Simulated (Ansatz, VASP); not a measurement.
**Ti: VASP beside Ansatz**

INCAR

```
SYSTEM = Ti
  PREC = Accurate
  ENCUT = 500
  EDIFF = 1E-6
  ISMEAR = 0
  SIGMA = 0.1
  LREAL = .FALSE.
  LASPH = .TRUE.
  NELM = 200
  ALGO = Normal
  ISIF = 2
  LWAVE = .FALSE.
  LCHARG = .FALSE.
  LMAXMIX = 4
  LDAU = .TRUE.
  LDAUTYPE = 2
  LDAUL = 2
  LDAUU = 7.7
  LDAUJ = 0
  LDAUPRINT = 1
  GGA = PE
  IVDW = 13
  NBANDS = 12
  GGA_COMPAT = .FALSE.
```

File KPOINTS:

```
Automatic mesh
0
G
  6 6 6
  0 0 0
```

File POSCAR:

```
Ti
1.0
    0.0000000000      2.0300000000      2.0300000000
    2.0300000000      0.0000000000      2.0300000000
    2.0300000000      2.0300000000      0.0000000000
Ti
1
Direct
    0.0000000000      0.0000000000      0.0000000000
```

Input for Ansatz:

```yaml
crystal:
  lattice:
    - [0.0, 2.03, 2.03]
    - [2.03, 0.0, 2.03]
    - [2.03, 2.03, 0.0]
  atoms:
    - { symbol: Ti, position: [0.0, 0.0, 0.0] }
basis:
  ecutwfc: 420
kpoints:
  mp_grid: { grid: [6, 6, 6] }
hamiltonian:
  xc: pbe
  hubbard: { sites: [{ species: Ti, l: d, u_eff: 7.7 }], projectors: atomic }
  dispersion: d4
scf:
  occupations: { method: gaussian, width: 0.1 }
  lower_state_search: standard
output:
  forces: true
  stress: true
  eigenvalues: true
```

Alike in both runs: task single point; functional PBE; dispersion D4; k mesh 6 × 6 × 6; occupations gaussian, width 0.1 eV; no spin polarisation; Hubbard terms Ti d U = 7.7 eV.

|  | VASP | Ansatz |
| --- | --- | --- |
| version | VASP 6.6.1 | Ansatz 0.2.0 |
| potentials or method | VASP PAW PBE potentials, release 64 (Ti_sv), cutoff 500 eV | scalar-relativistic, plane waves, PAW |
| valence electrons in the cell | 12 | 12 |

|  | VASP | Ansatz | Ansatz less VASP |
| --- | --- | --- | --- |
| gap on the k mesh at the Fermi level (eV) | none | none | - |
| pressure (GPa) | 25.0 | 40.7 | +15.69 |

The programs project onto different local orbitals, so the same U acts differently, and such runs can settle in different states. A gap of «none» marks a metal or a gap that the smearing closes. Ansatz's warnings: filled band counts differ across k points.

The k mesh is coarse, so the values compare programs but aren't converged.
